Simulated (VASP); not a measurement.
# Ge (Cmcm) in VASP: relaxation of cell and atoms with r2SCAN

Aim: the relaxation of cell and atoms of Ge with r2SCAN.

Everything below comes from runs of VASP 6.6.1. Logs are shortened: lines on timing, memory, paths and dates and some standing lists are left out, and cuts for length are marked.

## 1. The cell of the first run

It takes space group Cmcm (No. 63, orthorhombic). Conventional cell: a = 2.976 Å, b = 5.189 Å, c = 4.728 Å, α = 90.00°, β = 90.00°, γ = 90.00°. Within 3.9 Å of Ge (site symmetry m2m) lie 12 Ge at 2.92 to 2.99 Å.

This isn't the form of Ge at room conditions, which is diamond.

## 2. Relaxation of cell and atoms, r2SCAN

Input file POSCAR:

```
Ge
1.0
    1.4880529250     -2.5946896100      0.0000000000
    1.4880529250      2.5946896100      0.0000000000
    0.0000000000      0.0000000000      4.7275957900
Ge
2
Direct
    0.3334466300      0.6665533700      0.2500000000
    0.6665533700      0.3334466300      0.7500000000
```

Input file INCAR.step1:

```
SYSTEM = Ge
PREC = Accurate
ENCUT = 600
ISMEAR = -1
SIGMA = 0.05
LREAL = .False.
LASPH = .True.
NELM = 100
GGA = PE
ALGO = Normal
EDIFF = 1E-4
LWAVE = .True.
LCHARG = .False.
```

Input file INCAR.step2:

```
SYSTEM = Ge
PREC = Accurate
ENCUT = 600
EDIFF = 1E-6
ISMEAR = -1
SIGMA = 0.05
LREAL = .False.
LASPH = .True.
NELM = 100
ALGO = Normal
ISIF = 3
LWAVE = .False.
LCHARG = .False.
METAGGA = R2SCAN
LMIXTAU = .True.
IBRION = 2
NSW = 60
EDIFFG = -0.01
ISTART = 1
```

Input file KPOINTS:

```
Automatic mesh
0
Gamma
  10 10 6
  0 0 0
```

Potentials or basis: VASP PAW PBE potentials, release 64 (Ge_d).

On the command line:

```
$ cat potpaw_PBE.64/Ge_d/POTCAR > POTCAR
$ cp INCAR.step1 INCAR
$ mpirun -np 1 vasp_std > vasp.out
$ cp INCAR.step2 INCAR
$ mpirun -np 1 vasp_std > vasp.out
```

OUTCAR:

```text
SYSTEM = Ge
   PREC = Accurate
   ENCUT = 600
   EDIFF = 1E-6
   ISMEAR = -1
   LREAL = .False.
   LASPH = .True.
   NELM = 100
   ISIF = 3
   METAGGA = R2SCAN
   IBRION = 2
   NSW = 60
   EDIFFG = -0.01
   ISTART = 1

 ion  position               nearest neighbor table
   1  0.333  0.667  0.250-
   2  0.667  0.333  0.750-

  LATTYP: Found a base centered orthorhombic cell.
 ALAT       =     2.9761058500
 B/A-ratio  =     1.7436809984
 C/A-ratio  =     1.5885173540

  Lattice vectors:

 A1 = (   1.4880529250,  -2.5946896100,   0.0000000000)
 A2 = (   1.4880529250,   2.5946896100,   0.0000000000)
 A3 = (   0.0000000000,   0.0000000000,   4.7275957900)

Analysis of symmetry for initial positions (statically):
=====================================================================
 Subroutine PRICEL returns:
 Original cell was already a primitive cell.

 Routine SETGRP: Setting up the symmetry group for a
 base centered orthorhombic supercell.

 Subroutine GETGRP returns: Found  8 space group operations
 (whereof  4 operations were pure point group operations)
 out of a pool of  8 trial point group operations.

The static configuration has the point symmetry C_2h.
 The point group associated with its full space group is D_2h.

Analysis of symmetry for dynamics (positions and initial velocities):
=====================================================================
 Subroutine PRICEL returns:
 Original cell was already a primitive cell.

 Routine SETGRP: Setting up the symmetry group for a
 base centered orthorhombic supercell.

 Subroutine GETGRP returns: Found  8 space group operations
 (whereof  4 operations were pure point group operations)
 out of a pool of  8 trial point group operations.

The dynamic configuration has the point symmetry C_2h.
 The point group associated with its full space group is D_2h.

 Subroutine INISYM returns: Found  8 space group operations
 (whereof  4 operations are pure point group operations),
 and found     1 'primitive' translations

----------------------------------------------------------------------------------------

                                     Primitive cell

  volume of cell :      36.5068

  direct lattice vectors                    reciprocal lattice vectors
     1.488052925 -2.594689610  0.000000000     0.336009554 -0.192701277  0.000000000
     1.488052925  2.594689610  0.000000000     0.336009554  0.192701277  0.000000000
     0.000000000  0.000000000  4.727595790     0.000000000  0.000000000  0.211524006

  length of vectors
     2.991106096  2.991106096  4.727595790     0.387345069  0.387345069  0.211524006

  position of ions in fractional coordinates (direct lattice)
     0.333446630  0.666553370  0.250000000
     0.666553370  0.333446630  0.750000000

  ion indices of the primitive-cell ions
   primitive index   ion index
                 1           1
                 2           2

----------------------------------------------------------------------------------------

 KPOINTS: Automatic mesh

Automatic generation of k-mesh.
 Grid dimensions read from file:
 generate k-points for:   10   10    6

 Generating k-lattice:

  Cartesian coordinates                     Fractional coordinates (reciprocal lattice)
     0.033600955 -0.019270128  0.000000000     0.100000000 -0.000000000  0.000000000
     0.033600955  0.019270128  0.000000000    -0.000000000  0.100000000  0.000000000
     0.000000000  0.000000000  0.035254001     0.000000000  0.000000000  0.166666667

  Length of vectors
     0.038734507  0.038734507  0.035254001

  Shift w.r.t. Gamma in fractional coordinates (k-lattice)
     0.000000000  0.000000000  0.000000000

 Subroutine IBZKPT returns following result:
 ===========================================

 Found    124 irreducible k-points:

 Following reciprocal coordinates:
            Coordinates               Weight
  0.000000  0.000000  0.000000      1.000000
  0.100000  0.000000  0.000000      4.000000
  0.200000  0.000000  0.000000      4.000000
  0.300000 -0.000000  0.000000      4.000000
  0.400000 -0.000000  0.000000      4.000000
  0.500000 -0.000000  0.000000      2.000000
[... 16 lines left out ...]
  0.300000  0.300000  0.000000      2.000000
  0.400000  0.300000  0.000000      4.000000
 [... further k-points ...]
   k-points           NKPTS =    124   k-points in BZ     NKDIM =    124   number of bands    NBANDS=     18
   number of dos      NEDOS =    301   number of ions     NIONS =      2
   total plane-waves  NPLWV =  23040
   dimension x,y,z NGX =    24 NGY =   24 NGZ =   40
   dimension x,y,z NGXF=    48 NGYF=   48 NGZF=   80
   ions per type =               2
   NGX,Y,Z   is equivalent  to a cutoff of  13.34, 13.34, 14.07 a.u.
   NGXF,Y,Z  is equivalent  to a cutoff of  26.68, 26.68, 28.13 a.u.
 SYSTEM =  Ge
   PREC   = accura    normal or accurate (medium, high low for compatibility)
   ISTART =      1    job   : 0-new  1-cont  2-samecut
   ICHARG =      0    charge: 1-file 2-atom 10-const
   ISPIN  =      1    spin polarized calculation?
   LNONCOLLINEAR =      F non collinear calculations
   LSORBIT =      F    spin-orbit coupling
   LASPH  =      T    aspherical Exc in radial PAW
   ENCUT  =  600.0 eV  44.10 Ry    6.64 a.u.   5.97  5.97  9.44*2*pi/ulx,y,z
   NELM   =    100;   NELMIN=  2; NELMDL=  0     # of ELM steps
   EDIFF  = 0.1E-05   stopping-criterion for ELM
   LREAL  =      F    real-space projection
   EDIFFG = -.1E-01   stopping-criterion for IOM
   NSW    =     60    number of steps for IOM
   IBRION =      2    ionic relax: 0-MD 1-quasi-New 2-CG
   NFREE  =      1    steps in history (QN), initial steepest desc. (CG)
   ISIF   =      3    stress and relaxation
   ISYM   =      2    0-nonsym 1-usesym 2-fastsym
   POTIM  = 0.5000    time-step for ionic-motion
   TEBEG  =    0.0;   TEEND  =   0.0 temperature during run
   PSTRESS=    0.0 pullay stress
   NELECT =      28.0000    total number of electrons
   NUPDOWN=      -1.0000    fix difference up-down
   EMIN   =  10.00;   EMAX   =-10.00  energy-range for DOS
   EFERMI =   0.00;   METHOD = LEGACY
   ISMEAR =    -1;   SIGMA  =   0.05  broadening in eV -4-tet -1-fermi 0-gaus
   EFERMI_NEDOS =   21; number of points for ismear=-14 and -15
   IALGO  =     38    algorithm
   IMIX   =      4    mixing-type and parameters
     AMIX     =   0.40;   BMIX     =  1.00
     AMIX_MAG =   1.60;   BMIX_MAG =  1.00
  volume/ion in A,a.u.               =      18.25       123.18
  Fermi-wavevector in a.u.,A,eV,Ry     =   1.498544  2.831837 30.553703  2.245634
  Thomas-Fermi vector in A             =   2.610289
   LORBIT       =      0    0 simple, 1 ext, 2 COOP (PROOUT), +10 PAW based schemes
   METAGGA = R2SCAN    functional components
   LHFCALC =     F    Hartree Fock is set to
   AEXX    =    0.0000 exact exchange contribution
   IVDW    =     0    specifies the selected vdW correction
   LEPSILON=     F    determine dielectric tensor
   LRPA    =     F    only Hartree local field effects (RPA)
 conjugate gradient relaxation of ions
 non-spin polarized calculation
  energy-cutoff  :      600.00
  volume of cell :       36.51
 maximum number of plane-waves:      1237
   NGX = 11   NGY = 11   NGZ = 19

--------------------------------------- Ionic step        1  -------------------------------------------

 number of electron      27.9999997 magnetization

 Free energy of the ion-electron system (eV)
  ---------------------------------------------------
  ext. energy  EPLUGINS =         0.00000000
  ---------------------------------------------------
  free energy    TOTEN  =       -26.61090332 eV

  energy without entropy =      -26.60184749  energy(sigma->0) =      -26.60637541

------------------------ aborting loop because EDIFF is reached ----------------------------------------

  FORCE on cell =-STRESS in cart. coord.  units (eV):
  Direction    XX          YY          ZZ          XY          YZ          ZX
  --------------------------------------------------------------------------------------
  -------------------------------------------------------------------------------------
  Total        0.2001813      0.2841012      0.8895050      0.0000000     -0.0000000      0.0000000
  in kB        8.7853673     12.4683661     39.0377581      0.0000000     -0.0000000      0.0000000
  external PRESSURE =      20.0971638 kB  Pullay stress =       0.0000000 kB
[... 89 lines left out ...]
  FREE ENERGIE OF THE ION-ELECTRON SYSTEM (eV)
  ---------------------------------------------------
  free  energy   TOTEN  =       -26.6210848427 eV

  energy  without entropy=      -26.6133777446  energy(sigma->0) =      -26.61723129

[... ionic steps 4 to 13 ...]

--------------------------------------- Ionic step       14  -------------------------------------------

 number of electron      28.0000007 magnetization

------------------------ aborting loop because EDIFF is reached ----------------------------------------

  FORCE on cell =-STRESS in cart. coord.  units (eV):
  Direction    XX          YY          ZZ          XY          YZ          ZX
  --------------------------------------------------------------------------------------
  -------------------------------------------------------------------------------------
  Total        0.0217323      0.0074250      0.0400943      0.0000000     -0.0000000      0.0000000
  in kB        0.9329102      0.3187379      1.7211442      0.0000000     -0.0000000      0.0000000
  external PRESSURE =       0.9909308 kB  Pullay stress =       0.0000000 kB
[... 57 lines left out ...]
  energy  without entropy=      -26.6169953352  energy(sigma->0) =      -26.62022853

--------------------------------------- Ionic step       16  -------------------------------------------

 number of electron      28.0000007 magnetization

 Free energy of the ion-electron system (eV)
  ---------------------------------------------------
  ext. energy  EPLUGINS =         0.00000000
  ---------------------------------------------------
  free energy    TOTEN  =       -26.62346467 eV

  energy without entropy =      -26.61700256  energy(sigma->0) =      -26.62023361

 E-fermi :   6.7703     XC(G=0): -12.5353

 val. band max:        6.7611386091   @ k =  -0.3000   0.1000   0.0000
 cond. band min:       6.7988537848   @ k =   0.3000   0.2000   0.5000
 fundamental gap:      0.0377151757
 Fermi energy:         6.7703031327

 k-point     1 :       0.0000    0.0000    0.0000
  band No.  band energies     occupation
      1     -18.7089      2.00000
      2     -18.7027      2.00000
      3     -18.7017      2.00000
      4     -18.6948      2.00000
      5     -18.6893      2.00000
      6     -18.6819      2.00000
[... 10 lines left out ...]
     17      16.2901      0.00000
     18      16.5971      0.00000
[... 466 lines left out ...]
      2     -18.6876      2.00000
      3     -18.6837      2.00000
      4     -18.6769      2.00000
      5     -18.6639      2.00000
      6     -18.6497      2.00000
[... 10 lines left out ...]
     17       8.0691      0.00000
     18       8.6527      0.00000

 [... further k-points ...]

------------------------ aborting loop because EDIFF is reached ----------------------------------------

  FORCE on cell =-STRESS in cart. coord.  units (eV):
  Direction    XX          YY          ZZ          XY          YZ          ZX
  --------------------------------------------------------------------------------------
  -------------------------------------------------------------------------------------
  Total        0.0042400     -0.0137331      0.0050235      0.0000000      0.0000000      0.0000000
  in kB        0.1819539     -0.5893400      0.2155785      0.0000000      0.0000000      0.0000000
  external PRESSURE =      -0.0639358 kB  Pullay stress =       0.0000000 kB
[... 17 lines left out ...]
  FREE ENERGIE OF THE ION-ELECTRON SYSTEM (eV)
  ---------------------------------------------------
  free  energy   TOTEN  =       -26.6234646693 eV

  energy  without entropy=      -26.6170025576  energy(sigma->0) =      -26.62023361

 reached required accuracy - stopping structural energy minimisation
```

Run time: 15 min. Hardware: 1 thread of Intel Xeon 6975P-C (Granite Rapids), shared host; peak memory 0.23 GiB.

Results:

```yaml
Free_energy: -26.6235 eV
Relaxed_volume: 18.67 Å³/atom
Relaxed_cell: a = 3.000 Å, b = 3.000 Å, c = 4.853 Å, α = 90.00°, β = 90.00°, γ = 121.24°
Space_group_after_relaxing_to_0.1_Å: P6_3/mmc (No. 194)
Energy_gained_by_relaxing: 6.3 meV/atom
Ionic_steps: 16
Pressure_after_relaxing: 0.0 GPa
Largest_force_after_relaxing: 0.003 eV/Å
Band_gap_on_the_k_mesh: zero (bands 14 and 15 overlap by 9.44 eV)
```

Forces on the atoms (eV/Å):
```
Ge   0.000 -0.003  0.000
Ge   0.000  0.003  0.000
```

Stress tensor (GPa, compression positive):
```
 0.02  0.00  0.00
 0.00 -0.06  0.00
 0.00  0.00  0.02
```

Step by step:
```csv
step,energy change (eV),largest force (eV/Å),pressure (GPa),volume (Å³)
1,0.0000,0.0014,2.01,36.51
2,-0.0101,0.0006,-0.56,37.73
3,-0.0102,0.0005,-0.41,37.66
4,-0.0119,0.0024,-0.26,37.52
5,-0.0121,0.0026,-0.17,37.45
6,-0.0123,0.0032,0.06,37.33
7,-0.0123,0.0031,0.16,37.31
8,-0.0125,0.0034,0.07,37.33
9,-0.0125,0.0027,-0.01,37.35
10,-0.0125,0.0032,0.10,37.35
11,-0.0125,0.0022,-0.05,37.35
12,-0.0126,0.0027,0.06,37.32
13,-0.0126,0.0034,-0.03,37.33
14,-0.0126,0.0025,0.10,37.32
15,-0.0126,0.0024,-0.08,37.34
16,-0.0126,0.0033,-0.01,37.33
```

Final structure:
```xyz
2
Lattice="1.4715 -2.6139 0.0000 1.4715 2.6139 0.0000 0.0000 0.0000 4.8532" Properties=species:S:1:pos:R:3 pbc="T T T"
Ge    1.4715    0.8698    1.2133
Ge    1.4715   -0.8698    3.6399
```

Caveat: the PAW data sets were made with another functional, which shifts forces and pressure a little.
